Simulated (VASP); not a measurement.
Runs of VASP 6.6.1 on Si. The structure is that of space group Pm-3m (No. 221), or close to it. The cells are those of the table. 

| task | cell | gap on the mesh (eV) | pressure (GPa) |
| --- | --- | --- | --- |
| single point | a = 2.505 Å, 1 atom | none | (a) |
| relaxation of cell and atoms | relaxed from a = 2.570 Å, 1 atom | none | 0.0 |
| relaxation of cell and atoms | relaxed to 10 GPa from a = 2.570 Å, 1 atom | none | 10.0 |
| single point | a = 2.357 Å, 1 atom | none | 30.3 |
| single point | a = 2.395 Å, 1 atom | none | 20.2 |

Alike in all rows: level LDA; potentials or basis VASP PAW LDA potentials, release 64 (Si); no spin polarisation; k mesh 10 × 10 × 10; cutoff (eV) 500; smearing methfessel-paxton 0.02 eV.

**Question.** Fill in the values left out.

**Answer.** (a) 0.1.

Caveats: the cell is relaxed towards a set pressure, so the enthalpy falls and the energy may rise (some runs).

A gap of «none» marks levels without a gap at the run's occupations.
